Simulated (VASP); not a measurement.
# Li2S (Fm-3m) in VASP: a series of runs

The runs below take Li2S through single point, with PBE.

Program: VASP 6.6.1. These are calculated values, not measurements. Logs are shortened: lines on timing, memory, paths and dates and some standing lists are left out, and cuts for length are marked.

### 1 The cell of the first run

It takes space group Fm-3m (No. 225, cubic). Conventional cell: a = 5.818 Å, b = 5.818 Å, c = 5.818 Å, α = 90.00°, β = 90.00°, γ = 90.00°. Within 3.3 Å of Li (site symmetry -43m) lie 4 S at 2.52 Å and 6 Li at 2.91 Å. Within 3.3 Å of S (site symmetry m-3m) lie 8 Li at 2.52 Å.

### 2 Single point, PBE (volume scaled by 1.06)

The input, INCAR:

```
SYSTEM = Li2S
  PREC = Accurate
  ENCUT = 750
  EDIFF = 1E-6
  ISMEAR = 0
  SIGMA = 0.02
  LREAL = .FALSE.
  LASPH = .TRUE.
  NELM = 120
  ALGO = Normal
  ISIF = 2
  LWAVE = .FALSE.
  LCHARG = .TRUE.
  GGA = PE
  LELF = .TRUE.
  LVHAR = .TRUE.
  NBANDS = 13
  GGA_COMPAT = .FALSE.
```

The input, KPOINTS:

```
Automatic mesh
0
G
  8 8 8
  0 0 0
```

The input, POSCAR:

```
Li2S
1.0
    0.0000000000      2.9087677404      2.9087677404
    2.9087677404      0.0000000000      2.9087677404
    2.9087677404      2.9087677404      0.0000000000
Li S
2 1
Direct
    0.2500000000      0.2500000000      0.2500000000
    0.7500000000      0.7500000000      0.7500000000
    0.0000000000      0.0000000000      0.0000000000
```

Potentials or basis: VASP PAW PBE potentials, release 64 (Li_sv, S).

The run is started by

```console
> cat potpaw_PBE.64/Li_sv/POTCAR potpaw_PBE.64/S/POTCAR > POTCAR
> mpirun -np 1 vasp_std > vasp.out
```

OUTCAR:

```text
SYSTEM = Li2S
   PREC = Accurate
   ENCUT = 750
   EDIFF = 1E-6
   ISMEAR = 0
   LREAL = .FALSE.
   LASPH = .TRUE.
   NELM = 120
   ISIF = 2
   GGA = PE

 ion  position               nearest neighbor table
   1  0.250  0.250  0.250-   3 2.52   3 2.52   3 2.52   3 2.52
   2  0.750  0.750  0.750-   3 2.52   3 2.52   3 2.52   3 2.52
   3  0.000  0.000  0.000-   2 2.52   2 2.52   2 2.52   1 2.52   2 2.52   1 2.52   1 2.52   1 2.52

  LATTYP: Found a face centered cubic cell.
 ALAT       =     5.8175354808

  Lattice vectors:

 A1 = (   0.0000000000,   2.9087677404,   2.9087677404)
 A2 = (   2.9087677404,   0.0000000000,   2.9087677404)
 A3 = (   2.9087677404,   2.9087677404,   0.0000000000)

Analysis of symmetry for initial positions (statically):
[... 33 lines left out ...]
                                     Primitive cell

  volume of cell :      49.2218

  direct lattice vectors                    reciprocal lattice vectors
     0.000000000  2.908767740  2.908767740    -0.171894096  0.171894096  0.171894096
     2.908767740  0.000000000  2.908767740     0.171894096 -0.171894096  0.171894096
     2.908767740  2.908767740  0.000000000     0.171894096  0.171894096 -0.171894096

  length of vectors
     4.113618788  4.113618788  4.113618788     0.297729307  0.297729307  0.297729307

  position of ions in fractional coordinates (direct lattice)
     0.250000000  0.250000000  0.250000000
     0.750000000  0.750000000  0.750000000
     0.000000000  0.000000000  0.000000000

  ion indices of the primitive-cell ions
   primitive index   ion index
                 1           1
                 2           2
                 3           3

----------------------------------------------------------------------------------------

 KPOINTS: Automatic mesh

Automatic generation of k-mesh.
 Grid dimensions read from file:
 generate k-points for:    8    8    8

 Generating k-lattice:

  Cartesian coordinates                     Fractional coordinates (reciprocal lattice)
    -0.021486762  0.021486762  0.021486762     0.125000000  0.000000000  0.000000000
     0.021486762 -0.021486762  0.021486762     0.000000000  0.125000000  0.000000000
     0.021486762  0.021486762 -0.021486762     0.000000000  0.000000000  0.125000000

  Length of vectors
     0.037216163  0.037216163  0.037216163

  Shift w.r.t. Gamma in fractional coordinates (k-lattice)
     0.000000000  0.000000000  0.000000000

 Subroutine IBZKPT returns following result:
 ===========================================

 Found     29 irreducible k-points:

 Following reciprocal coordinates:
            Coordinates               Weight
  0.000000  0.000000  0.000000      1.000000
  0.125000  0.000000  0.000000      8.000000
  0.250000  0.000000  0.000000      8.000000
  0.375000  0.000000  0.000000      8.000000
  0.500000  0.000000  0.000000      4.000000
  0.125000  0.125000  0.000000      6.000000
[... 16 lines left out ...]
  0.500000  0.250000  0.125000     48.000000
 -0.375000  0.250000  0.125000     24.000000
 [... further k-points ...]
   k-points           NKPTS =     29   k-points in BZ     NKDIM =     29   number of bands    NBANDS=     13
   number of dos      NEDOS =    301   number of ions     NIONS =      3
   total plane-waves  NPLWV =  64000
   dimension x,y,z NGX =    40 NGY =   40 NGZ =   40
   dimension x,y,z NGXF=    80 NGYF=   80 NGZF=   80
   ions per type =               2   1
   NGX,Y,Z   is equivalent  to a cutoff of  16.17, 16.17, 16.17 a.u.
   NGXF,Y,Z  is equivalent  to a cutoff of  32.33, 32.33, 32.33 a.u.
 SYSTEM =  Li2S
   PREC   = accura    normal or accurate (medium, high low for compatibility)
   ISTART =      0    job   : 0-new  1-cont  2-samecut
   ICHARG =      2    charge: 1-file 2-atom 10-const
   ISPIN  =      1    spin polarized calculation?
   LNONCOLLINEAR =      F non collinear calculations
   LSORBIT =      F    spin-orbit coupling
   LASPH  =      T    aspherical Exc in radial PAW
   ENCUT  =  750.0 eV  55.12 Ry    7.42 a.u.   9.19  9.19  9.19*2*pi/ulx,y,z
   NELM   =    120;   NELMIN=  2; NELMDL= -5     # of ELM steps
   EDIFF  = 0.1E-05   stopping-criterion for ELM
   LREAL  =      F    real-space projection
   EDIFFG = 0.1E-04   stopping-criterion for IOM
   NSW    =      0    number of steps for IOM
   IBRION =     -1    ionic relax: 0-MD 1-quasi-New 2-CG
   NFREE  =      0    steps in history (QN), initial steepest desc. (CG)
   ISIF   =      2    stress and relaxation
   ISYM   =      2    0-nonsym 1-usesym 2-fastsym
   POTIM  = 0.5000    time-step for ionic-motion
   TEBEG  =    0.0;   TEEND  =   0.0 temperature during run
   PSTRESS=    0.0 pullay stress
   NELECT =      12.0000    total number of electrons
   NUPDOWN=      -1.0000    fix difference up-down
   EMIN   =  10.00;   EMAX   =-10.00  energy-range for DOS
   EFERMI =   0.00;   METHOD = LEGACY
   ISMEAR =     0;   SIGMA  =   0.02  broadening in eV -4-tet -1-fermi 0-gaus
[... 113 lines left out ...]
      8       7.6332      0.00000
      9       7.6333      0.00000
     10       9.2008      0.00000
     11      13.4578      0.00000
     12      13.4578      0.00000
     13      13.9014      0.00000

 k-point     6 :       0.1250    0.1250    0.0000
  band No.  band energies     occupation
      1     -43.1970      2.00000
      2     -43.1669      2.00000
      3      -9.7003      2.00000
      4       0.6294      2.00000
      5       0.8555      2.00000
      6       0.8555      2.00000
      7       5.6049      0.00000
      8       7.3917      0.00000
      9       7.7471      0.00000
     10       7.7471      0.00000
     11      10.1896      0.00000
     12      12.3533      0.00000
     13      13.7239      0.00000

 k-point     7 :       0.2500    0.1250    0.0000
  band No.  band energies     occupation
      1     -43.1941      2.00000
      2     -43.1694      2.00000
      3      -9.5968      2.00000
      4      -0.1655      2.00000
      5       0.6356      2.00000
      6       0.7515      2.00000
      7       6.0890      0.00000
      8       7.7216      0.00000
      9       8.1233      0.00000
     10       8.1837      0.00000
     11       9.8820      0.00000
     12      12.0615      0.00000
     13      14.1076      0.00000
[... 193 lines left out ...]
 k-point    20 :      -0.3750    0.3750    0.0000
  band No.  band energies     occupation
      1     -43.1836      2.00000
      2     -43.1790      2.00000
      3      -9.2723      2.00000
      4      -0.8092      2.00000
      5      -0.7485      2.00000
      6       0.0471      2.00000
      7       5.6478      0.00000
      8       8.8910      0.00000
      9      10.2081      0.00000
     10      10.4099      0.00000
     11      11.1140      0.00000
     12      11.6023      0.00000
     13      14.5834      0.00000

 k-point    21 :       0.5000    0.5000    0.0000
  band No.  band energies     occupation
      1     -43.1868      2.00000
      2     -43.1758      2.00000
      3      -9.2689      2.00000
      4      -0.9419      2.00000
      5      -0.2030      2.00000
      6      -0.2030      2.00000
      7       4.5173      0.00000
      8       8.0066      0.00000
      9      11.7413      0.00000
     10      11.7413      0.00000
     11      12.5329      0.00000
     12      13.3156      0.00000
     13      13.3156      0.00000

 k-point    22 :       0.3750    0.2500    0.1250
  band No.  band energies     occupation
      1     -43.1911      2.00000
      2     -43.1722      2.00000
      3      -9.4887      2.00000
      4      -0.5965      2.00000
      5       0.1900      2.00000
      6       0.6221      2.00000
      7       6.3554      0.00000
      8       7.9698      0.00000
      9       8.1014      0.00000
     10       9.0177      0.00000
     11       9.9123      0.00000
     12      12.9879      0.00000
     13      15.2762      0.00000

 k-point    23 :       0.5000    0.2500    0.1250
  band No.  band energies     occupation
      1     -43.1866      2.00000
      2     -43.1764      2.00000
      3      -9.3729      2.00000
      4      -1.0865      2.00000
      5      -0.0329      2.00000
      6       0.4045      2.00000
      7       6.7091      0.00000
      8       7.6772      0.00000
      9       8.9191      0.00000
     10       9.2954      0.00000
     11      10.7958      0.00000
     12      13.0763      0.00000
     13      14.5509      0.00000

 k-point    24 :      -0.3750    0.2500    0.1250
  band No.  band energies     occupation
      1     -43.1814      2.00000
      2     -43.1814      2.00000
      3      -9.3224      2.00000
      4      -1.2984      2.00000
      5      -0.0575      2.00000
      6       0.2724      2.00000
      7       6.8823      0.00000
      8       7.5196      0.00000
      9       9.2325      0.00000
     10       9.8080      0.00000
     11      11.1523      0.00000
     12      12.3879      0.00000
     13      14.1346      0.00000

 [... further k-points ...]

------------------------ aborting loop because EDIFF is reached ----------------------------------------

  FORCE on cell =-STRESS in cart. coord.  units (eV):
  Direction    XX          YY          ZZ          XY          YZ          ZX
  --------------------------------------------------------------------------------------
  -------------------------------------------------------------------------------------
  Total       -0.7195866     -0.7195866     -0.7195866      0.0000000      0.0000000      0.0000000
  in kB      -23.4226751    -23.4226751    -23.4226751      0.0000000      0.0000000      0.0000000
  external PRESSURE =     -23.4226751 kB  Pullay stress =       0.0000000 kB

 VOLUME and BASIS-vectors are now :
 -----------------------------------------------------------------------------
  energy-cutoff  :      750.00
  volume of cell :       49.22
      direct lattice vectors                 reciprocal lattice vectors
     0.000000000  2.908767740  2.908767740    -0.171894096  0.171894096  0.171894096
     2.908767740  0.000000000  2.908767740     0.171894096 -0.171894096  0.171894096
     2.908767740  2.908767740  0.000000000     0.171894096  0.171894096 -0.171894096

 POSITION                                       TOTAL-FORCE (eV/Angst)
 -----------------------------------------------------------------------------------
      1.45438      1.45438      1.45438         0.000000      0.000000     -0.000000
      4.36315      4.36315      4.36315        -0.000000     -0.000000      0.000000
      0.00000      0.00000      0.00000         0.000000      0.000000      0.000000
 -----------------------------------------------------------------------------------
    total drift:                                0.000000     -0.000000      0.000000

  FREE ENERGIE OF THE ION-ELECTRON SYSTEM (eV)
  ---------------------------------------------------
  free  energy   TOTEN  =       -11.9752525221 eV

  energy  without entropy=      -11.9752525221  energy(sigma->0) =      -11.97525252
```

Run time: 20 s. Hardware: 1 thread of Intel Xeon 6975P-C (Granite Rapids), shared host; peak memory 0.23 GiB.

What came out:

| Quantity | Value |
| --- | --- |
| Free energy | -11.9753 eV |
| Pressure | -2.3 GPa |
| Band gap on the k mesh | 3.42 eV, indirect (least direct gap 3.96 eV) |

 A k mesh can miss the band edges.

### 3 Single point, PBE (volume scaled by 0.88)

The input, INCAR:

```
ALGO = Normal
EDIFF = 1E-6
ENCUT = 750
GGA = PE
GGA_COMPAT = False
ISIF = 2
ISMEAR = 0
LASPH = True
LCHARG = True
LELF = True
LREAL = False
LVHAR = True
LWAVE = False
NBANDS = 13
NELM = 120
PREC = Accurate
SIGMA = 0.02
```

The input, KPOINTS:

```
k-points
0
Gamma
  8 8 8
```

The input, POSCAR:

```
Li2S
1.0
    0.0000000000      2.7338078102      2.7338078102
    2.7338078102      0.0000000000      2.7338078102
    2.7338078102      2.7338078102      0.0000000000
Li S
2 1
Direct
    0.2500000000      0.2500000000      0.2500000000
    0.7500000000      0.7500000000      0.7500000000
    0.0000000000      0.0000000000      0.0000000000
```

Potentials or basis: VASP PAW PBE potentials, release 64 (Li_sv, S).

The run is started by

```console
> cat potpaw_PBE.64/Li_sv/POTCAR potpaw_PBE.64/S/POTCAR > POTCAR
> mpirun -np 1 vasp_std > vasp.out
```

Wall time 52 s (1 thread of AMD EPYC 7R43 (Zen 3), shared host); peak memory 0.16 GiB.

It converged, with:

* Free energy: -11.8913 eV
* Pressure: 6.5 GPa
* Band gap on the k mesh: 3.28 eV, indirect (least direct gap 4.94 eV)

Levels at points of the mesh, in eV from the valence-band top:
```csv
k point,band 4,band 5,band 6,band 7,band 8,band 9
"(0.00, 0.00, 0.00)",0.00,0.00,0.00,4.94,6.26,6.26
"(0.50, 0.00, 0.00)",-3.30,-0.60,-0.60,6.62,6.62,6.71
"(0.50, 0.50, 0.00)",-2.43,-1.68,-1.68,3.28,7.42,12.03
```

### 4 Single point, PBE (volume scaled by 0.94)

The input, INCAR:

```
PREC = Accurate
ENCUT = 750
EDIFF = 1E-6
ISMEAR = 0
SIGMA = 0.02
LREAL = False
LASPH = True
NELM = 120
ALGO = Normal
ISIF = 2
LWAVE = False
LCHARG = False
GGA = PE
NBANDS = 13
GGA_COMPAT = False
```

The input, KPOINTS:

```
Automatic mesh
0
Gamma
  8 8 8
```

The input, POSCAR:

```
Li2S
1.0
    0.0000000000      2.7945788875      2.7945788875
    2.7945788875      0.0000000000      2.7945788875
    2.7945788875      2.7945788875      0.0000000000
Li S
2 1
Direct
    0.2500000000      0.2500000000      0.2500000000
    0.7500000000      0.7500000000      0.7500000000
    0.0000000000      0.0000000000      0.0000000000
```

The run is started by

```console
> cat potpaw_PBE.64/Li_sv/POTCAR potpaw_PBE.64/S/POTCAR > POTCAR
> mpirun -np 1 vasp_std > vasp.out
```

It took 39 s on 1 thread of AMD EPYC 7R43 (Zen 3), shared host; peak memory 0.17 GiB.

The run converged. Its results:

* Free energy: -11.9720 eV
* Pressure: 2.7 GPa
* Band gap on the k mesh: 3.35 eV, indirect (least direct gap 4.57 eV)

Levels at points of the mesh, in eV from the valence-band top:
| k point | band 4 | band 5 | band 6 | band 7 | band 8 | band 9 |
| --- | --- | --- | --- | --- | --- | --- |
| (0.00, 0.00, 0.00) | 0.00 | 0.00 | 0.00 | 4.57 | 6.25 | 6.25 |
| (0.50, 0.00, 0.00) | -3.07 | -0.55 | -0.55 | 6.38 | 6.60 | 6.60 |
| (0.50, 0.50, 0.00) | -2.29 | -1.54 | -1.54 | 3.35 | 7.24 | 11.52 |

### 5 Single point, PBE (volume scaled by 0.91)

The input, INCAR:

```
  ALGO = Normal
  EDIFF = 1E-6
  ENCUT = 750
  GGA = PE
  GGA_COMPAT = False
  ISIF = 2
  ISMEAR = 0
  LASPH = True
  LCHARG = False
  LREAL = False
  LWAVE = False
  NBANDS = 13
  NELM = 120
  PREC = Accurate
  SIGMA = 0.02
```

The input, KPOINTS:

```
k-points
0
Gamma
  8 8 8
```

The input, POSCAR:

```
Li2S
1.0
    0.0000000000      2.7645273231      2.7645273231
    2.7645273231      0.0000000000      2.7645273231
    2.7645273231      2.7645273231      0.0000000000
Li S
2 1
Direct
    0.2500000000      0.2500000000      0.2500000000
    0.7500000000      0.7500000000      0.7500000000
    0.0000000000      0.0000000000      0.0000000000
```

The run is started by

```console
> cat potpaw_PBE.64/Li_sv/POTCAR potpaw_PBE.64/S/POTCAR > POTCAR
> mpirun -np 1 vasp_std > vasp.out
```

Wall time 42 s (1 thread of AMD EPYC 7R43 (Zen 3), shared host); peak memory 0.16 GiB.

Results (log left out):

- Free energy: -11.9399 eV
- Pressure: 4.5 GPa
- Band gap on the k mesh: 3.32 eV, indirect (least direct gap 4.75 eV)

Levels at points of the mesh, in eV from the valence-band top:
```
           k point  band 2  band 3  band 4  band 5  band 6  band 7  band 8  band 9  band 10  band 11
(0.00, 0.00, 0.00)  -43.96  -11.28    0.00    0.00    0.00    4.75    6.26    6.26     6.26    11.41
(0.50, 0.00, 0.00)  -43.99  -10.77   -3.18   -0.58   -0.58    6.54    6.61    6.61     8.86    13.39
(0.50, 0.50, 0.00)  -43.98  -10.62   -2.36   -1.61   -1.61    3.32    7.33   11.77    11.77    12.88
```

 A k mesh can miss the band edges.

### 6 Single point, PBE (volume scaled by 0.97)

The input, INCAR:

```
SYSTEM = Li2S
PREC = Accurate
ENCUT = 750
EDIFF = 1E-6
ISMEAR = 0
SIGMA = 0.02
LREAL = .FALSE.
LASPH = .TRUE.
NELM = 120
ALGO = Normal
ISIF = 2
LWAVE = .FALSE.
LCHARG = .FALSE.
GGA = PE
NBANDS = 13
GGA_COMPAT = .FALSE.
```

The input, KPOINTS:

```
Automatic mesh
0
G
  8 8 8
  0 0 0
```

The input, POSCAR:

```
Li2S
1.0
    0.0000000000      2.8239976693      2.8239976693
    2.8239976693      0.0000000000      2.8239976693
    2.8239976693      2.8239976693      0.0000000000
Li S
2 1
Direct
    0.2500000000      0.2500000000      0.2500000000
    0.7500000000      0.7500000000      0.7500000000
    0.0000000000      0.0000000000      0.0000000000
```

Potentials or basis: VASP PAW PBE potentials, release 64 (Li_sv, S).

The run is started by

```console
> cat potpaw_PBE.64/Li_sv/POTCAR potpaw_PBE.64/S/POTCAR > POTCAR
> mpirun -np 1 vasp_std > vasp.out
```

Wall time 58 s (1 thread of AMD EPYC 7R43 (Zen 3), shared host); peak memory 0.16 GiB.

Results (log left out):

| Item | Value |
| --- | --- |
| Free energy | -11.9897 eV |
| Pressure | 1.2 GPa |
| Band gap on the k mesh | 3.37 eV, indirect (least direct gap 4.41 eV) |

Levels at points of the mesh, in eV from the valence-band top:
```csv
k point,band 4,band 5,band 6,band 7,band 8,band 9
"(0.00, 0.00, 0.00)",0.00,0.00,0.00,4.41,6.24,6.24
"(0.50, 0.00, 0.00)",-2.96,-0.53,-0.53,6.23,6.59,6.59
"(0.50, 0.50, 0.00)",-2.22,-1.47,-1.47,3.37,7.16,11.29
```

### 7 The runs side by side

| cell | gap on the mesh (eV) | pressure (GPa) |
| --- | --- | --- |
| a = 4.114 Å, angles 60.0°, 3 atoms | 3.42 | -2.3 |
| a = 3.866 Å, angles 60.0°, 3 atoms | 3.28 | 6.5 |
| a = 3.952 Å, angles 60.0°, 3 atoms | 3.35 | 2.7 |
| a = 3.910 Å, angles 60.0°, 3 atoms | 3.32 | 4.5 |
| a = 3.994 Å, angles 60.0°, 3 atoms | 3.37 | 1.2 |

Alike in all rows: task single point; level PBE; potentials or basis VASP PAW PBE potentials, release 64 (Li_sv, S); no spin polarisation; k mesh 8 × 8 × 8; cutoff (eV) 750; smearing gaussian 0.02 eV.

Total energies depend on the potentials used, so only differences within one code and one set of settings carry meaning.
